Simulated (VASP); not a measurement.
Here is a VASP 6.6.1 calculation.

The input INCAR:

```
  ALGO = Fast
  EDIFF = 1E-6
  ENCUT = 520
  ISIF = 2
  ISMEAR = -1
  LASPH = True
  LCHARG = True
  LELF = True
  LREAL = False
  LVHAR = True
  LWAVE = False
  NBANDS = 18
  NELM = 80
  PREC = Accurate
  SIGMA = 0.05
```

File KPOINTS:

```
k-points
0
Gamma
  9 9 7
```

File POSCAR:

```
CuAu
1.0
    2.7918847965      0.0000000000      0.0000000000
    0.0000000000      2.7918847965      0.0000000000
    0.0000000000      0.0000000000      3.6602677112
Au Cu
1 1
Direct
    0.0000000000      0.0000000000      0.0000000000
    0.5000000000      0.5000000000      0.5000000000
```

Potentials or basis: VASP PAW LDA potentials, release 64 (Au, Cu).

The run is started by

```bash
$ cat potpaw_LDA.64/Au/POTCAR potpaw_LDA.64/Cu/POTCAR > POTCAR
$ mpirun -np 1 vasp_std > vasp.out
```

Problem. Predict the band gap on the k mesh.

Solution. Zero (band 11 reaches 12.32 eV, above the bottom of band 12 at 6.78 eV).

Problem. Predict the pressure.

Solution. -6.0 GPa.

Stress tensor (GPa, compression positive):
```
-5.85  0.00  0.00
 0.00 -5.85  0.00
 0.00  0.00 -6.44
```

Caveat: spin-orbit coupling is left out, which moves the levels of the heavy elements.
